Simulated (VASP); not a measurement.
A run of VASP 6.6.1:

INCAR

```
ALGO = Normal
EDIFF = 1E-8
ENCUT = 520
GGA = PS
ISIF = 2
ISMEAR = -1
LASPH = T
LCHARG = F
LEFG = T
LREAL = F
LWAVE = F
NBANDS = 12
NELM = 60
PREC = Accurate
SIGMA = 0.05
```

KPOINTS

```
k-points
0
Gamma
  15 15 15
```

File POSCAR:

```
Ta
1.0
   -1.6289626696      1.6289626696      1.6289626696
    1.6289626696     -1.6289626696      1.6289626696
    1.6289626696      1.6289626696     -1.6289626696
Ta
1
Direct
    0.0000000000      0.0000000000      0.0000000000
```

Potentials or basis: VASP PAW PBE potentials, release 64 (Ta_pv).

Launch:

```bash
$ cat potpaw_PBE.64/Ta_pv/POTCAR > POTCAR
$ mpirun -np 1 vasp_std > vasp.out
```

Hardware: 1 thread of Intel Xeon 6975P-C, with other jobs on the host.

Question: How long does it take, and how much memory?

Answer: It took 15 s on 1 thread of Intel Xeon 6975P-C (shared host), peak memory 0.15 GiB. Counts: scf iterations 13, k points 120.
